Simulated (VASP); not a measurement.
# Te (P3_121) in VASP: notebook

The runs below take Te through single point, with PBEsol.

Everything below comes from runs of VASP 6.6.1. Logs are shortened: lines on timing, memory, paths and dates and some standing lists are left out, and cuts for length are marked.

### Step 1. The cell of the first run

It takes space group P3_121 (No. 152, trigonal). The conventional cell has a = 4.217 Å, b = 4.217 Å, c = 5.769 Å, α = 90.00°, β = 90.00°, γ = 120.00°. Te (site symmetry 2) has 6 Te at 2.82 to 3.26 Å within 3.7 Å.

### Step 2. Single point, PBEsol (volume scaled by 0.92)

INCAR

```
PREC = Accurate ; ENCUT = 520
EDIFF = 1E-6 ; ISMEAR = -1
SIGMA = 0.05 ; LREAL = False
LASPH = True ; NELM = 100
ALGO = Normal ; ISIF = 2
LWAVE = False ; LCHARG = False
GGA = PS ; NBANDS = 16
```

KPOINTS

```
regular mesh
0
Gamma
  8 8 5
```

POSCAR

```
Te
1.0
    4.2169604805      0.0000000000      0.0000000000
   -2.1084802402      3.6519949029      0.0000000000
    0.0000000000      0.0000000000      5.7693991562
Te
3
Direct
    0.2833121363      0.0000000000      0.3333333333
    0.0000000000      0.2833121363      0.6666666667
    0.7166878637      0.7166878637      1.0000000000
```

Potentials or basis: VASP PAW PBE potentials, release 64 (Te).

Run with:

```console
> cat potpaw_PBE.64/Te/POTCAR > POTCAR
> mpirun -np 1 vasp_std > vasp.out
```

OUTCAR:

```text
PREC = Accurate
   ENCUT = 520
   EDIFF = 1E-6
   ISMEAR = -1
   LREAL = False
   LASPH = True
   NELM = 100
   ISIF = 2
   GGA = PS

 ion  position               nearest neighbor table
   1  0.283  0.000  0.333-   3 2.82   2 2.82   3 3.26   3 3.26   2 3.26   2 3.26
   2  0.000  0.283  0.667-   3 2.82   1 2.82   3 3.26   3 3.26   1 3.26   1 3.26
   3  0.717  0.717  0.000-   1 2.82   2 2.82   1 3.26   2 3.26   2 3.26   1 3.26

  LATTYP: Found a hexagonal cell.
 ALAT       =     4.2169604805
 C/A-ratio  =     1.3681416231

  Lattice vectors:

 A1 = (   4.2169604805,   0.0000000000,   0.0000000000)
 A2 = (  -2.1084802402,   3.6519949029,   0.0000000000)
 A3 = (   0.0000000000,   0.0000000000,   5.7693991562)

Analysis of symmetry for initial positions (statically):
=====================================================================
 Subroutine PRICEL returns:
 Original cell was already a primitive cell.

 Routine SETGRP: Setting up the symmetry group for a
 hexagonal supercell.

 Subroutine GETGRP returns: Found  6 space group operations
 (whereof  2 operations were pure point group operations)
 out of a pool of 24 trial point group operations.

The static configuration has the point symmetry C_2 .
 The point group associated with its full space group is D_3 .

Analysis of symmetry for dynamics (positions and initial velocities):
=====================================================================
 Subroutine PRICEL returns:
 Original cell was already a primitive cell.

 Routine SETGRP: Setting up the symmetry group for a
 hexagonal supercell.

 Subroutine GETGRP returns: Found  6 space group operations
 (whereof  2 operations were pure point group operations)
 out of a pool of 24 trial point group operations.

The dynamic configuration has the point symmetry C_2 .
 The point group associated with its full space group is D_3 .

 Subroutine INISYM returns: Found  6 space group operations
 (whereof  2 operations are pure point group operations),
 and found     1 'primitive' translations

----------------------------------------------------------------------------------------

                                     Primitive cell

  volume of cell :      88.8506

  direct lattice vectors                    reciprocal lattice vectors
     4.216960481  0.000000000  0.000000000     0.237137627  0.136911473  0.000000000
    -2.108480240  3.651994903  0.000000000     0.000000000  0.273822945  0.000000000
     0.000000000  0.000000000  5.769399156     0.000000000  0.000000000  0.173328274

  length of vectors
     4.216960481  4.216960481  5.769399156     0.273822945  0.273822945  0.173328274

  position of ions in fractional coordinates (direct lattice)
     0.283312136  0.000000000  0.333333333
     1.000000000  0.283312136  0.666666667
     0.716687864  0.716687864  0.000000000

  ion indices of the primitive-cell ions
   primitive index   ion index
                 1           1
                 2           2
                 3           3

----------------------------------------------------------------------------------------

 KPOINTS: regular mesh

Automatic generation of k-mesh.
 Grid dimensions read from file:
 generate k-points for:    8    8    5

 Generating k-lattice:

  Cartesian coordinates                     Fractional coordinates (reciprocal lattice)
     0.029642203  0.017113934  0.000000000     0.125000000 -0.000000000  0.000000000
     0.000000000  0.034227868  0.000000000     0.000000000  0.125000000  0.000000000
     0.000000000  0.000000000  0.034665655     0.000000000  0.000000000  0.200000000

  Length of vectors
     0.034227868  0.034227868  0.034665655

  Shift w.r.t. Gamma in fractional coordinates (k-lattice)
     0.000000000  0.000000000  0.000000000

 Subroutine IBZKPT returns following result:
 ===========================================

 Found     40 irreducible k-points:

 Following reciprocal coordinates:
            Coordinates               Weight
  0.000000  0.000000  0.000000      1.000000
  0.125000 -0.000000  0.000000      6.000000
  0.250000 -0.000000  0.000000      6.000000
  0.375000 -0.000000  0.000000      6.000000
  0.500000 -0.000000  0.000000      3.000000
  0.125000  0.125000  0.000000      6.000000
[... 16 lines left out ...]
 -0.125000  0.500000  0.200000     12.000000
  0.250000  0.250000  0.200000     12.000000
 [... further k-points ...]
   k-points           NKPTS =     40   k-points in BZ     NKDIM =     40   number of bands    NBANDS=     16
   number of dos      NEDOS =    301   number of ions     NIONS =      3
   total plane-waves  NPLWV =  49152
   dimension x,y,z NGX =    32 NGY =   32 NGZ =   48
   dimension x,y,z NGXF=    64 NGYF=   64 NGZF=   96
   ions per type =               3
   NGX,Y,Z   is equivalent  to a cutoff of  12.62, 12.62, 13.83 a.u.
   NGXF,Y,Z  is equivalent  to a cutoff of  25.23, 25.23, 27.66 a.u.
 SYSTEM =  unknown system
   PREC   = accura    normal or accurate (medium, high low for compatibility)
   ISTART =      0    job   : 0-new  1-cont  2-samecut
   ICHARG =      2    charge: 1-file 2-atom 10-const
   ISPIN  =      1    spin polarized calculation?
   LNONCOLLINEAR =      F non collinear calculations
   LSORBIT =      F    spin-orbit coupling
   LASPH  =      T    aspherical Exc in radial PAW
   ENCUT  =  520.0 eV  38.22 Ry    6.18 a.u.   7.84  7.84 10.73*2*pi/ulx,y,z
   NELM   =    100;   NELMIN=  2; NELMDL= -5     # of ELM steps
   EDIFF  = 0.1E-05   stopping-criterion for ELM
   LREAL  =      F    real-space projection
   EDIFFG = 0.1E-04   stopping-criterion for IOM
   NSW    =      0    number of steps for IOM
   IBRION =     -1    ionic relax: 0-MD 1-quasi-New 2-CG
   NFREE  =      0    steps in history (QN), initial steepest desc. (CG)
   ISIF   =      2    stress and relaxation
   ISYM   =      2    0-nonsym 1-usesym 2-fastsym
   POTIM  = 0.5000    time-step for ionic-motion
   TEBEG  =    0.0;   TEEND  =   0.0 temperature during run
   PSTRESS=    0.0 pullay stress
   NELECT =      18.0000    total number of electrons
   NUPDOWN=      -1.0000    fix difference up-down
   EMIN   =  10.00;   EMAX   =-10.00  energy-range for DOS
   EFERMI =   0.00;   METHOD = LEGACY
   ISMEAR =    -1;   SIGMA  =   0.05  broadening in eV -4-tet -1-fermi 0-gaus
   EFERMI_NEDOS =   21; number of points for ismear=-14 and -15
   IALGO  =     38    algorithm
   IMIX   =      4    mixing-type and parameters
     AMIX     =   0.40;   BMIX     =  1.00
     AMIX_MAG =   1.60;   BMIX_MAG =  1.00
  volume/ion in A,a.u.               =      29.62       199.86
  Fermi-wavevector in a.u.,A,eV,Ry     =   0.961492  1.816956 12.578129  0.924466
  Thomas-Fermi vector in A             =   2.090868
   LORBIT       =      0    0 simple, 1 ext, 2 COOP (PROOUT), +10 PAW based schemes
   GGA     = PS    functional components
   LHFCALC =     F    Hartree Fock is set to
   AEXX    =    0.0000 exact exchange contribution
   IVDW    =     0    specifies the selected vdW correction
   LEPSILON=     F    determine dielectric tensor
   LRPA    =     F    only Hartree local field effects (RPA)
 non-spin polarized calculation
  energy-cutoff  :      520.00
  volume of cell :       88.85
 maximum number of plane-waves:      2406
 NGX is ok and might be reduce to    32
   NGX = 15   NGY = 15   NGZ = 21

 number of electron      18.0000003 magnetization

 Free energy of the ion-electron system (eV)
  ---------------------------------------------------
  ext. energy  EPLUGINS =         0.00000000
  ---------------------------------------------------
  free energy    TOTEN  =       -10.45696531 eV

  energy without entropy =      -10.45661602  energy(sigma->0) =      -10.45679066

 E-fermi :   7.7236     XC(G=0):  -9.8393

 val. band max:        7.4754776326   @ k =   0.3750   0.2500   0.4000
 cond. band min:       7.9160255427   @ k =   0.0000   0.0000   0.4000
 fundamental gap:      0.4405479101
 Fermi energy:         7.7236277503

 k-point     1 :       0.0000    0.0000    0.0000
  band No.  band energies     occupation
      1      -6.9449      2.00000
      2      -3.1299      2.00000
      3      -3.1299      2.00000
      4       4.3551      2.00000
      5       4.9108      2.00000
      6       4.9108      2.00000
[... 8 lines left out ...]
     15      13.6350      0.00000
     16      13.6350      0.00000

 k-point     2 :       0.1250   -0.0000    0.0000
  band No.  band energies     occupation
      1      -6.8067      2.00000
      2      -3.1366      2.00000
      3      -3.0724      2.00000
      4       3.3400      2.00000
      5       4.1440      2.00000
      6       4.3410      2.00000
[... 8 lines left out ...]
     15      13.4714      0.00000
     16      13.9055      0.00000

 k-point     3 :       0.2500   -0.0000    0.0000
  band No.  band energies     occupation
      1      -6.4074      2.00000
      2      -3.2778      2.00000
      3      -2.9153      2.00000
      4       2.2382      2.00000
      5       3.2413      2.00000
      6       3.7276      2.00000
[... 8 lines left out ...]
     15      13.8662      0.00000
     16      14.9301      0.00000

 k-point     4 :       0.3750   -0.0000    0.0000
  band No.  band energies     occupation
      1      -5.8196      2.00000
      2      -3.7298      2.00000
      3      -2.7305      2.00000
      4       1.9291      2.00000
      5       2.6139      2.00000
      6       3.3147      2.00000
[... 8 lines left out ...]
     15      15.1142      0.00000
     16      16.0913      0.00000

 k-point     5 :       0.5000   -0.0000    0.0000
  band No.  band energies     occupation
      1      -5.4031      2.00000
      2      -4.1331      2.00000
      3      -2.6443      2.00000
      4       2.0195      2.00000
      5       2.5346      2.00000
      6       3.2274      2.00000
[... 8 lines left out ...]
     15      16.6190      0.00000
     16      16.9249      0.00000

 k-point     6 :       0.1250    0.1250    0.0000
  band No.  band energies     occupation
      1      -6.5374      2.00000
      2      -3.1716      2.00000
      3      -3.0066      2.00000
      4       2.6059      2.00000
      5       2.9779      2.00000
      6       4.5592      2.00000
[... 8 lines left out ...]
     15      14.0959      0.00000
     16      14.5384      0.00000

 k-point     7 :       0.2500    0.1250    0.0000
  band No.  band energies     occupation
      1      -6.0362      2.00000
      2      -3.4221      2.00000
      3      -2.9203      2.00000
      4       2.0432      2.00000
      5       2.4616      2.00000
      6       3.9496      2.00000
[... 8 lines left out ...]
     15      15.0048      0.00000
     16      15.6505      0.00000

 k-point     8 :       0.3750    0.1250    0.0000
  band No.  band energies     occupation
      1      -5.4599      2.00000
      2      -3.9243      2.00000
      3      -2.8435      2.00000
      4       2.0863      2.00000
      5       2.4483      2.00000
      6       3.3689      2.00000
[... 8 lines left out ...]
     15      15.9212      0.00000
     16      16.4217      0.00000

 k-point     9 :       0.2500    0.2500    0.0000
  band No.  band energies     occupation
      1      -5.5089      2.00000
      2      -3.6062      2.00000
      3      -3.1574      2.00000
      4       2.2169      2.00000
      5       2.2615      2.00000
      6       3.8770      2.00000
[... 8 lines left out ...]
     15      15.2642      0.00000
     16      16.0974      0.00000
[... 172 lines left out ...]
 k-point    19 :       0.1250    0.1250    0.2000
  band No.  band energies     occupation
      1      -6.3824      2.00000
      2      -4.2070      2.00000
      3      -2.0201      2.00000
      4       2.7775      2.00000
      5       3.1088      2.00000
      6       4.3214      2.00000
[... 8 lines left out ...]
     15      13.5962      0.00000
     16      14.1518      0.00000

 k-point    20 :       0.2500    0.1250    0.2000
  band No.  band energies     occupation
      1      -5.9039      2.00000
      2      -3.9407      2.00000
      3      -2.6249      2.00000
      4       2.3016      2.00000
      5       2.9046      2.00000
      6       3.7660      2.00000
[... 8 lines left out ...]
     15      14.0333      0.00000
     16      15.0273      0.00000

 k-point    21 :      -0.1250    0.3750    0.2000
  band No.  band energies     occupation
      1      -5.8837      2.00000
      2      -4.1058      2.00000
      3      -2.3283      2.00000
      4       1.7405      2.00000
      5       2.6664      2.00000
      6       3.6591      2.00000
[... 8 lines left out ...]
     15      14.7574      0.00000
     16      15.8741      0.00000

 k-point    22 :       0.3750    0.1250    0.2000
  band No.  band energies     occupation
      1      -5.3658      2.00000
      2      -3.9426      2.00000
      3      -3.0240      2.00000
      4       2.0207      2.00000
      5       2.2696      2.00000
      6       3.5864      2.00000
[... 8 lines left out ...]
     15      14.7871      0.00000
     16      15.7243      0.00000

 k-point    23 :      -0.1250    0.5000    0.2000
  band No.  band energies     occupation
      1      -5.3217      2.00000
      2      -4.1741      2.00000
      3      -2.7225      2.00000
      4       1.4808      2.00000
      5       2.3444      2.00000
      6       3.4904      2.00000
[... 8 lines left out ...]
     15      15.0889      0.00000
     16      16.5375      0.00000

 k-point    24 :       0.2500    0.2500    0.2000
  band No.  band energies     occupation
      1      -5.3857      2.00000
      2      -3.9452      2.00000
      3      -2.9467      2.00000
      4       1.6624      2.00000
      5       2.6222      2.00000
      6       3.4210      2.00000
[... 8 lines left out ...]
     15      15.1546      0.00000
     16      15.6381      0.00000

 [... further k-points ...]
[... 5 lines left out ...]
  --------------------------------------------------------------------------------------
  -------------------------------------------------------------------------------------
  Total        2.6202120      2.6202120      4.0096484      0.0000000      0.0000000     -0.0000000
  in kB       47.2483594     47.2483594     72.3030451      0.0000000      0.0000000     -0.0000000
  external PRESSURE =      55.5999213 kB  Pullay stress =       0.0000000 kB

 VOLUME and BASIS-vectors are now :
 -----------------------------------------------------------------------------
  energy-cutoff  :      520.00
  volume of cell :       88.85
      direct lattice vectors                 reciprocal lattice vectors
     4.216960481  0.000000000  0.000000000     0.237137627  0.136911473  0.000000000
    -2.108480240  3.651994903  0.000000000     0.000000000  0.273822945  0.000000000
     0.000000000  0.000000000  5.769399156     0.000000000  0.000000000  0.173328274

 POSITION                                       TOTAL-FORCE (eV/Angst)
 -----------------------------------------------------------------------------------
      1.19472      0.00000      1.92313         0.379111     -0.000000      0.000000
     -0.59736      1.03465      3.84627        -0.189555      0.328320      0.000000
      1.51112      2.61734      0.00000        -0.189555     -0.328320      0.000000
 -----------------------------------------------------------------------------------
    total drift:                                0.000000     -0.000000      0.000000

  FREE ENERGIE OF THE ION-ELECTRON SYSTEM (eV)
  ---------------------------------------------------
  free  energy   TOTEN  =       -10.4569653065 eV

  energy  without entropy=      -10.4566160160  energy(sigma->0) =      -10.45679066
```

Run time: 42 s. Hardware: 1 thread of Intel Xeon Platinum 8259CL at 2.50GHz (Skylake/Cascade Lake), shared host; peak memory 0.22 GiB.

What came out:

* Free energy: -10.4570 eV
* Pressure: 5.6 GPa
* Largest force: 0.379 eV/Å
* Band gap on the k mesh: 0.44 eV, indirect (least direct gap 0.68 eV)

Forces on the atoms (eV/Å):
```
Te   0.379  0.000  0.000
Te  -0.190  0.328  0.000
Te  -0.190 -0.328  0.000
```

Levels at points of the mesh, in eV from the valence-band top:
```
           k point  band 5  band 6  band 7  band 8  band 9  band 10  band 11  band 12  band 13  band 14
(0.00, 0.00, 0.00)   -2.56   -2.56   -1.77   -1.77   -1.12     1.27     1.27     1.92     4.82     4.82
(0.50, 0.00, 0.00)   -4.94   -4.25   -4.14   -0.82   -0.62     0.77     0.81     2.24     4.50     7.99
```

Caveat: the PAW data sets were made with another functional, which shifts forces and pressure a little; spin-orbit coupling is left out, which moves the levels of the heavy elements. A k mesh can miss the band edges.

### Step 3. Single point, PBEsol (volume scaled by 0.96)

INCAR

```
ALGO     = Normal         # electronic algorithm
EDIFF    = 1E-6           # SCF threshold, eV
ENCUT    = 520            # plane-wave cutoff, eV
GGA      = PS             # functional
ISIF     = 2              # what is computed and relaxed
ISMEAR   = -1             # smearing method
LASPH    = T              # aspherical terms in the spheres
LCHARG   = F              # write CHGCAR
LREAL    = F              # projectors in reciprocal space
LWAVE    = F              # write WAVECAR
NBANDS   = 16             # bands
NELM     = 100            # most SCF steps
PREC     = Accurate       # precision mode
SIGMA    = 0.05           # smearing width, eV
```

KPOINTS

```
k-points
0
Gamma
  8 8 5
```

POSCAR

```
Te
1.0
    4.2772109132      0.0000000000      0.0000000000
   -2.1386054566      3.7041733082      0.0000000000
    0.0000000000      0.0000000000      5.8518302810
Te
3
Direct
    0.2833121363      0.0000000000      0.3333333333
    0.0000000000      0.2833121363      0.6666666667
    0.7166878637      0.7166878637      1.0000000000
```

Potentials or basis: VASP PAW PBE potentials, release 64 (Te).

Run with:

```console
> cat potpaw_PBE.64/Te/POTCAR > POTCAR
> mpirun -np 1 vasp_std > vasp.out
```

Run time: 43 s. Hardware: 1 thread of Intel Xeon Platinum 8259CL at 2.50GHz (Skylake/Cascade Lake), shared host; peak memory 0.22 GiB.

The run converged. Its results:

| Property | Result |
| --- | --- |
| Free energy | -10.5523 eV |
| Pressure | 2.5 GPa |
| Largest force | 0.184 eV/Å |
| Band gap on the k mesh | 0.46 eV, indirect (least direct gap 0.65 eV) |

Forces in eV/Å, atoms in the order of the input:
```
Te   0.184  0.000  0.000
Te  -0.092  0.159  0.000
Te  -0.092 -0.159  0.000
```

Stress tensor (GPa, compression positive):
```
2.05 0.00 0.00
0.00 2.05 0.00
0.00 0.00 3.31
```

Levels at points of the mesh, in eV from the valence-band top:
```
           k point  band 7  band 8  band 9  band 10  band 11  band 12
(0.00, 0.00, 0.00)   -1.68   -1.68   -1.02     1.24     1.24     1.89
(0.50, 0.00, 0.00)   -3.90   -0.73   -0.57     0.78     0.81     2.44
```

Caveat: the PAW data sets were made with another functional, which shifts forces and pressure a little; spin-orbit coupling is left out, which moves the levels of the heavy elements.
